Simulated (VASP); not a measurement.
Wanted: the native input for a VASP 6.6.1 run.

| Item | Value |
| --- | --- |
| Task | single point |
| Functional | PBE |
| Potentials or basis | VASP PAW PBE potentials, release 64 (Ti_sv) |
| Cutoff | 520 eV |
| k mesh | 18 × 18 × 10 |
| Occupations | gaussian, width 0.1 eV |
| Spin | no spin polarisation |
| Dipole correction | no |
| Further INCAR settings | ALGO = Fast; EDIFF = 1e-06; NBANDS = 19 |

The structure of Ti lies in POSCAR:

```
Ti
1.0
    2.9385821065      0.0000000000      0.0000000000
   -1.4692910532      2.5448867553      0.0000000000
    0.0000000000      0.0000000000      4.6504271810
Ti
2
Direct
    0.3333333333      0.6666666667      0.2500000000
    0.6666666667      0.3333333333      0.7500000000
```

One way to write it, as run:

INCAR

```
SYSTEM = Ti
PREC = Accurate ; ENCUT = 520
EDIFF = 1E-6 ; ISMEAR = 0
SIGMA = 0.1 ; LREAL = .False.
LASPH = .True. ; NELM = 80
ALGO = Fast ; ISIF = 2
LWAVE = .False. ; LCHARG = .False.
GGA = PE ; NBANDS = 19
```

KPOINTS

```
Automatic mesh
0
Gamma
  18 18 10
  0 0 0
```

Potentials or basis: VASP PAW PBE potentials, release 64 (Ti_sv).

The run is started by

```bash
$ cat potpaw_PBE.64/Ti_sv/POTCAR > POTCAR
$ mpirun -np 1 vasp_std > vasp.out
```

It gave:

```
Pressure               : -0.6 GPa
Band gap on the k mesh : zero (bands 12 and 13 overlap by 1.10 eV)
```

Run time: 8.9 min on 1 thread of Intel Xeon 8259CL (shared host), peak memory 0.25 GiB.
